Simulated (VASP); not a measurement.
# Zn5CdTe6 (P-4m2) in VASP: single point with PBE

Aim: the single point of Zn5CdTe6 with PBE.

Everything below comes from runs of VASP 6.6.1. Logs are shortened: lines on timing, memory, paths and dates and some standing lists are left out, and cuts for length are marked.

### 1 The cell of the first run

It takes space group P-4m2 (No. 115, tetragonal). Conventional cell: a = 4.415 Å, b = 4.415 Å, c = 18.809 Å, α = 90.00°, β = 90.00°, γ = 90.00°. Zn (site symmetry 2mm) has 4 Te at 2.68 Å within 3.5 Å. Zn (site symmetry 2mm) has 4 Te at 2.68 Å within 3.5 Å. Zn (site symmetry -4m2) has 4 Te at 2.68 Å within 3.5 Å. Within 3.7 Å of Cd (site symmetry -4m2) lie 4 Te at 2.84 Å. Within 3.5 Å of Te (site symmetry 2mm) lie 4 Zn at 2.68 Å. Within 3.5 Å of Te (site symmetry 2mm) lie 4 Zn at 2.68 Å. Within 3.5 Å of Te (site symmetry 2mm) lie 2 Zn at 2.68 Å and 2 Cd at 2.84 Å.

### 2 Single point, PBE

Contents of INCAR:

```
SYSTEM = Zn5CdTe6
  PREC = Accurate
  ENCUT = 520
  EDIFF = 1E-6
  ISMEAR = 0
  SIGMA = 0.02
  LREAL = .FALSE.
  LASPH = .TRUE.
  NELM = 80
  ALGO = Normal
  ISIF = 2
  LWAVE = .FALSE.
  LCHARG = .FALSE.
  GGA = PE
  NBANDS = 66
```

Contents of KPOINTS:

```
regular mesh
0
G
  6 6 2
  0 0 0
```

Contents of POSCAR:

```
Zn5CdTe6
1.0
    4.4148633404      0.0000000000      0.0000000000
    0.0000000000      4.4148633404      0.0000000000
    0.0000000000      0.0000000000     18.8093421326
Zn Cd Te
5 1 6
Direct
    0.5000000000      0.5000000000      0.1752636482
    0.0000000000      0.0000000000      0.3376365199
    0.5000000000      0.5000000000      0.5000000000
    0.0000000000      0.0000000000      0.6623634801
    0.5000000000      0.5000000000      0.8247363518
    0.0000000000      0.0000000000      0.0000000000
    0.5000000000      0.0000000000      0.2564801157
    0.0000000000      0.5000000000      0.4188184501
    0.5000000000      0.0000000000      0.5811815499
    0.0000000000      0.5000000000      0.7435198843
    0.5000000000      0.0000000000      0.9053908495
    0.0000000000      0.5000000000      0.0946091505
```

Potentials or basis: VASP PAW PBE potentials, release 64 (Zn, Cd, Te).

On the command line:

```bash
$ cat potpaw_PBE.64/Zn/POTCAR potpaw_PBE.64/Cd/POTCAR potpaw_PBE.64/Te/POTCAR > POTCAR
$ mpirun -np 1 vasp_std > vasp.out
```

OUTCAR:

```text
SYSTEM = Zn5CdTe6
   PREC = Accurate
   ENCUT = 520
   EDIFF = 1E-6
   ISMEAR = 0
   LREAL = .FALSE.
   LASPH = .TRUE.
   NELM = 80
   ISIF = 2
   GGA = PE

 ion  position               nearest neighbor table
   1  0.500  0.500  0.175-  12 2.68  12 2.68   7 2.68   7 2.68
   2  0.000  0.000  0.338-   7 2.68   7 2.68   8 2.68   8 2.68
   3  0.500  0.500  0.500-   8 2.68   9 2.68   9 2.68   8 2.68
   4  0.000  0.000  0.662-  10 2.68  10 2.68   9 2.68   9 2.68
   5  0.500  0.500  0.825-  11 2.68  11 2.68  10 2.68  10 2.68
   6  0.000  0.000  0.000-  11 2.84  12 2.84  12 2.84  11 2.84
   7  0.500  0.000  0.256-   2 2.68   2 2.68   1 2.68   1 2.68
   8  0.000  0.500  0.419-   3 2.68   3 2.68   2 2.68   2 2.68
   9  0.500  0.000  0.581-   3 2.68   3 2.68   4 2.68   4 2.68
  10  0.000  0.500  0.744-   4 2.68   4 2.68   5 2.68   5 2.68
  11  0.500  0.000  0.905-   5 2.68   5 2.68   6 2.84   6 2.84
  12  0.000  0.500  0.095-   1 2.68   1 2.68   6 2.84   6 2.84

  LATTYP: Found a simple tetragonal cell.
 ALAT       =     4.4148633404
 C/A-ratio  =     4.2604585199

  Lattice vectors:

 A1 = (   4.4148633404,   0.0000000000,   0.0000000000)
 A2 = (   0.0000000000,   4.4148633404,   0.0000000000)
 A3 = (   0.0000000000,   0.0000000000,  18.8093421326)

Analysis of symmetry for initial positions (statically):
=====================================================================
 Subroutine PRICEL returns:
 Original cell was already a primitive cell.

 Routine SETGRP: Setting up the symmetry group for a
 simple tetragonal supercell.

 Subroutine GETGRP returns: Found  8 space group operations
 (whereof  8 operations were pure point group operations)
 out of a pool of 16 trial point group operations.

The static configuration has the point symmetry D_2d.

Analysis of symmetry for dynamics (positions and initial velocities):
=====================================================================
 Subroutine PRICEL returns:
 Original cell was already a primitive cell.

 Routine SETGRP: Setting up the symmetry group for a
 simple tetragonal supercell.

 Subroutine GETGRP returns: Found  8 space group operations
 (whereof  8 operations were pure point group operations)
 out of a pool of 16 trial point group operations.

The dynamic configuration has the point symmetry D_2d.

 Subroutine INISYM returns: Found  8 space group operations
 (whereof  8 operations are pure point group operations),
 and found     1 'primitive' translations

----------------------------------------------------------------------------------------

                                     Primitive cell

  volume of cell :     366.6132

  direct lattice vectors                    reciprocal lattice vectors
     4.414863340  0.000000000  0.000000000     0.226507577  0.000000000  0.000000000
     0.000000000  4.414863340  0.000000000     0.000000000  0.226507577  0.000000000
     0.000000000  0.000000000 18.809342133     0.000000000  0.000000000  0.053165070

  length of vectors
     4.414863340  4.414863340 18.809342133     0.226507577  0.226507577  0.053165070

  position of ions in fractional coordinates (direct lattice)
     0.500000000  0.500000000  0.175263648
     0.000000000  0.000000000  0.337636520
     0.500000000  0.500000000  0.500000000
     0.000000000  0.000000000  0.662363480
     0.500000000  0.500000000  0.824736352
     0.000000000  0.000000000  0.000000000
     0.500000000  0.000000000  0.256480116
     0.000000000  0.500000000  0.418818450
     0.500000000  0.000000000  0.581181550
     0.000000000  0.500000000  0.743519884
     0.500000000  0.000000000  0.905390850
     0.000000000  0.500000000  0.094609150

  ion indices of the primitive-cell ions
   primitive index   ion index
                 1           1
                 2           2
                 3           3
                 4           4
                 5           5
                 6           6
                 7           7
                 8           8
                 9           9
                10          10
                11          11
                12          12

----------------------------------------------------------------------------------------

 KPOINTS: regular mesh

Automatic generation of k-mesh.
 Grid dimensions read from file:
 generate k-points for:    6    6    2

 Generating k-lattice:

  Cartesian coordinates                     Fractional coordinates (reciprocal lattice)
     0.037751263  0.000000000  0.000000000     0.166666667  0.000000000  0.000000000
     0.000000000  0.037751263  0.000000000     0.000000000  0.166666667  0.000000000
     0.000000000  0.000000000  0.026582535     0.000000000  0.000000000  0.500000000

  Length of vectors
     0.037751263  0.037751263  0.026582535

  Shift w.r.t. Gamma in fractional coordinates (k-lattice)
     0.000000000  0.000000000  0.000000000

 Subroutine IBZKPT returns following result:
 ===========================================

 Found     20 irreducible k-points:

 Following reciprocal coordinates:
            Coordinates               Weight
  0.000000  0.000000  0.000000      1.000000
  0.166667  0.000000  0.000000      4.000000
  0.333333  0.000000  0.000000      4.000000
  0.500000  0.000000  0.000000      2.000000
  0.166667  0.166667  0.000000      4.000000
  0.333333  0.166667  0.000000      8.000000
[... 12 lines left out ...]
  0.500000  0.333333  0.500000      4.000000
  0.500000  0.500000  0.500000      1.000000
   k-points           NKPTS =     20   k-points in BZ     NKDIM =     20   number of bands    NBANDS=     66
   number of dos      NEDOS =    301   number of ions     NIONS =     12
   total plane-waves  NPLWV = 181440
   dimension x,y,z NGX =    36 NGY =   36 NGZ =  140
   dimension x,y,z NGXF=    72 NGYF=   72 NGZF=  280
   ions per type =               5   1   6
   NGX,Y,Z   is equivalent  to a cutoff of  13.56, 13.56, 12.37 a.u.
   NGXF,Y,Z  is equivalent  to a cutoff of  27.11, 27.11, 24.75 a.u.
 SYSTEM =  Zn5CdTe6
   PREC   = accura    normal or accurate (medium, high low for compatibility)
   ISTART =      0    job   : 0-new  1-cont  2-samecut
   ICHARG =      2    charge: 1-file 2-atom 10-const
   ISPIN  =      1    spin polarized calculation?
   LNONCOLLINEAR =      F non collinear calculations
   LSORBIT =      F    spin-orbit coupling
   LASPH  =      T    aspherical Exc in radial PAW
   ENCUT  =  520.0 eV  38.22 Ry    6.18 a.u.   8.21  8.21 34.97*2*pi/ulx,y,z
   NELM   =     80;   NELMIN=  2; NELMDL= -5     # of ELM steps
   EDIFF  = 0.1E-05   stopping-criterion for ELM
   LREAL  =      F    real-space projection
   EDIFFG = 0.1E-04   stopping-criterion for IOM
   NSW    =      0    number of steps for IOM
   IBRION =     -1    ionic relax: 0-MD 1-quasi-New 2-CG
   NFREE  =      0    steps in history (QN), initial steepest desc. (CG)
   ISIF   =      2    stress and relaxation
   ISYM   =      2    0-nonsym 1-usesym 2-fastsym
   POTIM  = 0.5000    time-step for ionic-motion
   TEBEG  =    0.0;   TEEND  =   0.0 temperature during run
   PSTRESS=    0.0 pullay stress
   NELECT =     108.0000    total number of electrons
   NUPDOWN=      -1.0000    fix difference up-down
   EMIN   =  10.00;   EMAX   =-10.00  energy-range for DOS
   EFERMI =   0.00;   METHOD = LEGACY
   ISMEAR =     0;   SIGMA  =   0.02  broadening in eV -4-tet -1-fermi 0-gaus
   EFERMI_NEDOS =   21; number of points for ismear=-14 and -15
   IALGO  =     38    algorithm
   IMIX   =      4    mixing-type and parameters
     AMIX     =   0.40;   BMIX     =  1.00
     AMIX_MAG =   1.60;   BMIX_MAG =  1.00
  volume/ion in A,a.u.               =      30.55       206.17
  Fermi-wavevector in a.u.,A,eV,Ry     =   1.089298  2.058475 16.144267  1.186570
  Thomas-Fermi vector in A             =   2.225498
   LORBIT       =      0    0 simple, 1 ext, 2 COOP (PROOUT), +10 PAW based schemes
   GGA     = PE    functional components
   LHFCALC =     F    Hartree Fock is set to
   AEXX    =    0.0000 exact exchange contribution
   IVDW    =     0    specifies the selected vdW correction
   LEPSILON=     F    determine dielectric tensor
   LRPA    =     F    only Hartree local field effects (RPA)
 non-spin polarized calculation
 Gauss-broadening in eV      SIGMA  =   0.02
  energy-cutoff  :      520.00
  volume of cell :      366.61
 maximum number of plane-waves:      9908
 NGX is ok and might be reduce to    36
   NGX = 17   NGY = 17   NGZ = 69

 number of electron     107.9999992 magnetization

 Free energy of the ion-electron system (eV)
  ---------------------------------------------------
  ext. energy  EPLUGINS =         0.00000000
  ---------------------------------------------------
  free energy    TOTEN  =       -30.66901206 eV

  energy without entropy =      -30.66901206  energy(sigma->0) =      -30.66901206

 E-fermi :   2.7729     XC(G=0):  -8.7012

 val. band max:        2.6734656063   @ k =   0.0000   0.0000   0.0000
 cond. band min:       3.6063772895   @ k =   0.0000   0.0000   0.0000
 fundamental gap:      0.9329116832
 Fermi energy:         2.7728845399

 k-point     1 :       0.0000    0.0000    0.0000
  band No.  band energies     occupation
      1      -8.7952      2.00000
      2      -8.6148      2.00000
      3      -8.4890      2.00000
      4      -8.1173      2.00000
      5      -8.0100      2.00000
      6      -7.7833      2.00000
[... 58 lines left out ...]
     65       6.3850      0.00000
     66       7.1370      0.00000

 k-point     2 :       0.1667    0.0000    0.0000
  band No.  band energies     occupation
      1      -8.6847      2.00000
      2      -8.5208      2.00000
      3      -8.4067      2.00000
      4      -8.0794      2.00000
      5      -7.9821      2.00000
      6      -7.7880      2.00000
[... 58 lines left out ...]
     65       7.0630      0.00000
     66       7.1424      0.00000

 k-point     3 :       0.3333    0.0000    0.0000
  band No.  band energies     occupation
      1      -8.3985      2.00000
      2      -8.2905      2.00000
      3      -8.2143      2.00000
      4      -8.0203      2.00000
      5      -7.9544      2.00000
      6      -7.8525      2.00000
[... 1162 lines left out ...]
     65       7.3276      0.00000
     66       7.3959      0.00000

 k-point    20 :       0.5000    0.5000    0.5000
  band No.  band energies     occupation
      1      -7.8420      2.00000
      2      -7.8420      2.00000
      3      -7.7808      2.00000
      4      -7.7808      2.00000
      5      -7.7780      2.00000
      6      -7.7780      2.00000
[... 58 lines left out ...]
     65       7.4950      0.00000
     66       7.4950      0.00000

------------------------ aborting loop because EDIFF is reached ----------------------------------------

  FORCE on cell =-STRESS in cart. coord.  units (eV):
  Direction    XX          YY          ZZ          XY          YZ          ZX
  --------------------------------------------------------------------------------------
  -------------------------------------------------------------------------------------
  Total        0.1977314      0.1977314      0.1868897      0.0000000     -0.0000000      0.0000000
  in kB        0.8641278      0.8641278      0.8167473      0.0000000     -0.0000000      0.0000000
  external PRESSURE =       0.8483343 kB  Pullay stress =       0.0000000 kB

 VOLUME and BASIS-vectors are now :
 -----------------------------------------------------------------------------
  energy-cutoff  :      520.00
  volume of cell :      366.61
      direct lattice vectors                 reciprocal lattice vectors
     4.414863340  0.000000000  0.000000000     0.226507577  0.000000000  0.000000000
     0.000000000  4.414863340  0.000000000     0.000000000  0.226507577  0.000000000
     0.000000000  0.000000000 18.809342133     0.000000000  0.000000000  0.053165070

 POSITION                                       TOTAL-FORCE (eV/Angst)
 -----------------------------------------------------------------------------------
      2.20743      2.20743      3.29659        -0.000000      0.000000     -0.004423
      0.00000      0.00000      6.35072        -0.000000      0.000000      0.001992
      2.20743      2.20743      9.40467        -0.000000      0.000000      0.000000
      0.00000      0.00000     12.45862        -0.000000      0.000000     -0.001992
      2.20743      2.20743     15.51275        -0.000000      0.000000      0.004423
      0.00000      0.00000      0.00000         0.000000      0.000000      0.000000
      2.20743      0.00000      4.82422        -0.000000      0.000000      0.001336
      0.00000      2.20743      7.87770        -0.000000     -0.000000      0.001043
      2.20743      0.00000     10.93164         0.000000     -0.000000     -0.001043
      0.00000      2.20743     13.98512        -0.000000     -0.000000     -0.001336
      2.20743      0.00000     17.02981         0.000000      0.000000     -0.002638
      0.00000      2.20743      1.77954        -0.000000      0.000000      0.002638
 -----------------------------------------------------------------------------------
    total drift:                                0.000000      0.000000      0.000000

  FREE ENERGIE OF THE ION-ELECTRON SYSTEM (eV)
  ---------------------------------------------------
  free  energy   TOTEN  =       -30.6690120556 eV

  energy  without entropy=      -30.6690120556  energy(sigma->0) =      -30.66901206
```

Run time: 19 min. Hardware: 1 thread of Intel Xeon 8259CL, shared host; peak memory 0.69 GiB.

Results:

```yaml
Free_energy: -30.6690 eV
Pressure: 0.1 GPa
Largest_force: 0.004 eV/Å
Band_gap_on_the_k_mesh: 0.93 eV
```

Forces in eV/Å, atoms in the order of the input:
```
Zn   0.000  0.000 -0.004
Zn   0.000  0.000  0.002
Zn   0.000  0.000  0.000
Zn   0.000  0.000 -0.002
Zn   0.000  0.000  0.004
Cd   0.000  0.000  0.000
Te   0.000  0.000  0.001
Te   0.000  0.000  0.001
Te   0.000  0.000 -0.001
Te   0.000  0.000 -0.001
Te   0.000  0.000 -0.003
Te   0.000  0.000  0.003
```

Levels at points of the mesh, in eV from the valence-band top:
```tsv
k point	band 51	band 52	band 53	band 54	band 55	band 56	band 57	band 58
(0.00, 0.00, 0.00)	-0.59	-0.05	0.00	0.00	0.93	2.21	2.32	2.46
(0.50, 0.00, 0.00)	-0.92	-0.91	-0.89	-0.50	2.07	2.07	2.10	2.16
(0.50, 0.50, 0.00)	-2.01	-1.98	-1.98	-1.95	2.25	2.43	2.52	2.52
(0.00, 0.00, 0.50)	-0.25	-0.25	-0.15	-0.15	1.70	1.73	2.20	2.30
(0.50, 0.00, 0.50)	-0.89	-0.83	-0.82	-0.50	1.67	1.71	2.69	2.77
(0.50, 0.50, 0.50)	-2.12	-2.10	-2.05	-2.05	2.53	2.70	2.73	2.85
```

Caveat: spin-orbit coupling is left out, which moves the levels of the heavy elements.
